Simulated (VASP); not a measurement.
# SnSe2 (P-3m1) in VASP: further runs, part 2 of 2

VASP 6.6.1. Earlier steps stand in the parts before.

## (3) Relaxation of shape and atoms at fixed volume, PBEsol+D3(BJ) (volume scaled by 1.03)

INCAR

```
SYSTEM = SnSe2
ALGO = Normal
EDIFF = 1E-6
EDIFFG = -0.01
ENCUT = 600
GGA = PS
IBRION = 2
ISIF = 4
ISMEAR = 0
IVDW = 12
LASPH = .True.
LCHARG = .False.
LREAL = .False.
LWAVE = .False.
NELM = 80
NSW = 50
PREC = Accurate
SIGMA = 0.02
```

KPOINTS

```
k-points
0
Gamma
  12 12 6
  0 0 0
```

POSCAR

```
SnSe2
1.0
    3.8276647203      0.0000000000      0.0000000000
   -1.9138323601      3.3148548850      0.0000000000
    0.0000000000      0.0000000000      5.8250641897
Sn Se
1 2
Direct
    0.0000000000      0.0000000000      0.0000000000
    0.3333333333      0.6666666667      0.2750013245
    0.6666666667      0.3333333333      0.7249986755
```

Potentials or basis: VASP PAW PBE potentials, release 64 (Sn_d, Se).

Started as:

```console
$ cat potpaw_PBE.64/Sn_d/POTCAR potpaw_PBE.64/Se/POTCAR > POTCAR
$ mpirun -np 1 vasp_std > vasp.out
```

Run time: 3 min. Hardware: 1 thread of Intel Xeon 6975P-C (Granite Rapids), shared host; peak memory 0.34 GiB.

The run converged. Its results:

```yaml
Free_energy: -14.0015 eV
Energy_gained_by_relaxing: 2.0 meV/atom
Ionic_steps: 5
Pressure_after_relaxing: -1.0 GPa
Band_gap_on_the_k_mesh: 0.18 eV, indirect (least direct gap 0.76 eV)
Dispersion_energy_per_atom: -0.344 eV
```

Forces on the atoms (eV/Å):
```
Sn   0.000  0.000  0.000
Se   0.000  0.000  0.003
Se   0.000  0.000 -0.003
```

The path:
| step | energy change (eV) | largest force (eV/Å) | pressure (GPa) | volume (Å³) |
| --- | --- | --- | --- | --- |
| 1 | 0.0000 | 0.1979 | -2.01 | 73.91 |
| 2 | -0.0029 | 0.1078 | -1.73 | 73.91 |
| 3 | -0.0039 | 0.0166 | -1.43 | 73.91 |
| 4 | -0.0050 | 0.0110 | -1.31 | 73.91 |
| 5 | -0.0061 | 0.0028 | -1.02 | 73.91 |

Final structure:
```
Sn Se
1.0
     3.80583    0.00000    0.00000
    -1.90292    3.29595    0.00000
     0.00000    0.00000    5.89208
Sn Se
1 2
Direct
  0.00000 0.00000 0.00000
  0.33333 0.66667 0.26951
  0.66667 0.33333 0.73049
```

Levels at points of the mesh, in eV from the valence-band top:
| k point | band 11 | band 12 | band 13 | band 14 | band 15 | band 16 |
| --- | --- | --- | --- | --- | --- | --- |
| (0.00, 0.00, 0.00) | -0.70 | -0.70 | -0.15 | 0.61 | 2.75 | 4.40 |
| (0.50, 0.00, 0.00) | -2.90 | -2.00 | -0.46 | 1.06 | 3.30 | 4.66 |
| (0.00, 0.00, 0.50) | -1.04 | -0.38 | -0.38 | 2.44 | 2.60 | 3.94 |
| (0.50, 0.00, 0.50) | -2.20 | -1.32 | -1.20 | 0.53 | 3.65 | 4.34 |

Caveat: the cell differs from its parent crystal (volume scaled by 1.03); the PAW data sets were made with another functional, which shifts forces and pressure a little; spin-orbit coupling is left out, which moves the levels of the heavy elements. A k mesh can miss the band edges.

## (4) Relaxation of shape and atoms at fixed volume, PBEsol+D3(BJ) (volume scaled by 1.06)

INCAR

```
SYSTEM = SnSe2
ALGO = Normal ; EDIFF = 1E-6
EDIFFG = -0.01 ; ENCUT = 600
GGA = PS ; IBRION = 2
ISIF = 4 ; ISMEAR = 0
IVDW = 12 ; LASPH = .True.
LCHARG = .False. ; LREAL = .False.
LWAVE = .False. ; NELM = 60
NSW = 50 ; PREC = Accurate
SIGMA = 0.02
```

KPOINTS is that of step 3.

POSCAR

```
SnSe2
1.0
    3.8439714199      0.0000000000      0.0000000000
   -1.9219857099      3.3289769011      0.0000000000
    0.0000000000      0.0000000000      5.9439730892
Sn Se
1 2
Direct
    0.0000000000      0.0000000000      0.0000000000
    0.3333333333      0.6666666667      0.2691692581
    0.6666666667      0.3333333333      0.7308307419
```

Started as:

```console
$ cat potpaw_PBE.64/Sn_d/POTCAR potpaw_PBE.64/Se/POTCAR > POTCAR
$ mpirun -np 1 vasp_std > vasp.out
```

Run time: 14 min. Hardware: 1 thread of Oxide Virtual Turin-like, shared host; peak memory 0.31 GiB.

The run converged. Its results:

- Free energy: -13.9824 eV
- Energy gained by relaxing: 2.3 meV/atom
- Ionic steps: 6
- Pressure after relaxing: -1.8 GPa
- Band gap on the k mesh: 0.34 eV, indirect (least direct gap 0.85 eV)
- Dispersion energy per atom: -0.334 eV

Forces in eV/Å, atoms in the order of the input:
```
Sn   0.000  0.000  0.000
Se   0.000  0.000 -0.003
Se   0.000  0.000  0.003
```

The path:
```
step  energy change (eV)  largest force (eV/Å)  pressure (GPa)  volume (Å³)
   1              0.0000                0.1906           -2.85        76.06
   2             -0.0028                0.1107           -2.56        76.06
   3             -0.0043                0.0004           -2.17        76.06
   4             -0.0058                0.0004           -2.04        76.06
   5             -0.0067                0.0019           -1.87        76.06
   6             -0.0068                0.0028           -1.79        76.06
```

Final structure:
```yaml
crystal:
  lattice:
    - [3.81716, 0.00000, 0.00000]
    - [-1.90858, 3.30576, 0.00000]
    - [0.00000, 0.00000, 6.02776]
  atoms:
    - { symbol: Sn, position: [0.00000, 0.00000, 0.00000] }
    - { symbol: Se, position: [0.33333, 0.66667, 0.26355] }
    - { symbol: Se, position: [0.66667, 0.33333, 0.73645] }
```

Levels at points of the mesh, in eV from the valence-band top:
| k point | band 9 | band 10 | band 11 | band 12 | band 13 | band 14 | band 15 | band 16 | band 17 |
| --- | --- | --- | --- | --- | --- | --- | --- | --- | --- |
| (0.00, 0.00, 0.00) | -0.71 | -0.71 | -0.52 | -0.52 | -0.14 | 0.71 | 2.84 | 4.47 | 4.47 |
| (0.50, 0.00, 0.00) | -4.49 | -3.29 | -2.70 | -1.71 | -0.38 | 1.07 | 3.43 | 4.91 | 4.91 |
| (0.00, 0.00, 0.50) | -2.51 | -0.87 | -0.87 | -0.27 | -0.27 | 2.41 | 2.71 | 4.10 | 4.10 |
| (0.50, 0.00, 0.50) | -5.13 | -2.43 | -2.12 | -1.12 | -0.97 | 0.56 | 3.80 | 4.45 | 5.59 |

Caveat: the cell differs from its parent crystal (volume scaled by 1.06); the PAW data sets were made with another functional, which shifts forces and pressure a little; spin-orbit coupling is left out, which moves the levels of the heavy elements. A k mesh can miss the band edges.

## (5) Relaxation of shape and atoms at fixed volume, PBEsol+D3(BJ) (volume scaled by 1.10)

INCAR

```
ALGO = Normal
EDIFF = 1E-7
EDIFFG = -0.01
ENCUT = 600
GGA = PS
IBRION = 2
ISIF = 4
ISMEAR = 0
IVDW = 12
LASPH = T
LCHARG = F
LREAL = F
LWAVE = F
NELM = 60
NSW = 50
PREC = Accurate
SIGMA = 0.02
```

KPOINTS

```
k-points
0
Gamma
  12 12 6
```

POSCAR

```
SnSe2
1.0
    3.8632802631      0.0000000000      0.0000000000
   -1.9316401315      3.3456988498      0.0000000000
    0.0000000000      0.0000000000      6.1067694425
Sn Se
1 2
Direct
    0.0000000000      0.0000000000      0.0000000000
    0.3333333333      0.6666666667      0.2630530753
    0.6666666667      0.3333333333      0.7369469247
```

Started as:

```console
$ cat potpaw_PBE.64/Sn_d/POTCAR potpaw_PBE.64/Se/POTCAR > POTCAR
$ mpirun -np 1 vasp_std > vasp.out
```

Run time: 18 min. Hardware: 1 thread of Oxide Virtual Turin-like, shared host; peak memory 0.32 GiB.

It converged, with:

- Free energy: -13.9451 eV
- Energy gained by relaxing: 4.5 meV/atom
- Ionic steps: 5
- Pressure after relaxing: -2.3 GPa
- Largest force after relaxing: 0.003 eV/Å
- Band gap on the k mesh: 0.55 eV, indirect (least direct gap 1.04 eV)
- Dispersion energy per atom: -0.321 eV

Forces on the atoms (eV/Å):
```
Sn   0.000  0.000  0.000
Se   0.000  0.000 -0.003
Se   0.000  0.000  0.003
```

The path:
| step | energy change (eV) | largest force (eV/Å) | pressure (GPa) | volume (Å³) |
| --- | --- | --- | --- | --- |
| 1 | 0.0000 | 0.2680 | -3.92 | 78.93 |
| 2 | -0.0055 | 0.1568 | -3.53 | 78.93 |
| 3 | -0.0083 | 0.0093 | -3.00 | 78.93 |
| 4 | -0.0113 | 0.0074 | -2.77 | 78.93 |
| 5 | -0.0136 | 0.0033 | -2.31 | 78.93 |

Final structure:
```cif
data_structure
_symmetry_space_group_name_H-M 'P 1'
_symmetry_Int_Tables_number 1
_cell_length_a 3.8243
_cell_length_b 3.8243
_cell_length_c 6.2318
_cell_angle_alpha 90.000
_cell_angle_beta 90.000
_cell_angle_gamma 120.000
_cell_volume 78.93
loop_
_atom_site_label
_atom_site_type_symbol
_atom_site_fract_x
_atom_site_fract_y
_atom_site_fract_z
_atom_site_occupancy
Sn1 Sn 0.00000 0.00000 0.00000 1
Se1 Se 0.33333 0.66667 0.25499 1
Se2 Se 0.66667 0.33333 0.74501 1
```

Levels at points of the mesh, in eV from the valence-band top:
```
           k point  band 9  band 10  band 11  band 12  band 13  band 14  band 15  band 16  band 17
(0.00, 0.00, 0.00)   -0.54    -0.54    -0.28    -0.28    -0.15     0.89     2.99     4.60     4.60
(0.50, 0.00, 0.00)   -4.35    -2.95    -2.45    -1.33    -0.26     1.10     3.63     5.21     5.22
(0.00, 0.00, 0.50)   -2.18    -0.65    -0.65    -0.11    -0.11     2.41     2.88     4.33     4.33
(0.50, 0.00, 0.50)   -4.81    -2.27    -2.02    -0.87    -0.68     0.64     4.01     4.60     5.68
```

Caveat: the cell differs from its parent crystal (volume scaled by 1.10); the PAW data sets were made with another functional, which shifts forces and pressure a little; spin-orbit coupling is left out, which moves the levels of the heavy elements. A k mesh can miss the band edges.

## (6) The runs side by side

```tsv
task	cell	gap on the mesh (eV)	pressure (GPa)
relaxation of cell and atoms	relaxed from a = 3.785, b = 3.785, c = 5.766 Å, angles 90.0, 90.0, 120.0°, 3 atoms	0.04	0.0
relaxation of shape and atoms at fixed volume	relaxed from a = 3.828, b = 3.828, c = 5.825 Å, angles 90.0, 90.0, 120.0°, 3 atoms	0.18	-1.0
relaxation of shape and atoms at fixed volume	relaxed from a = 3.844, b = 3.844, c = 5.944 Å, angles 90.0, 90.0, 120.0°, 3 atoms	0.34	-1.8
relaxation of shape and atoms at fixed volume	relaxed from a = 3.863, b = 3.863, c = 6.107 Å, angles 90.0, 90.0, 120.0°, 3 atoms	0.55	-2.3
```

Alike in all rows: level PBEsol+D3(BJ); potentials or basis VASP PAW PBE potentials, release 64 (Sn_d, Se); no spin polarisation; k mesh 12 × 12 × 6; cutoff (eV) 600; smearing gaussian 0.02 eV.

Caveats: the PAW data sets were made with another functional, which shifts forces and pressure a little; spin-orbit coupling is left out, which moves the levels of the heavy elements.

Total energies depend on the potentials used, so only differences within one code and one set of settings carry meaning.
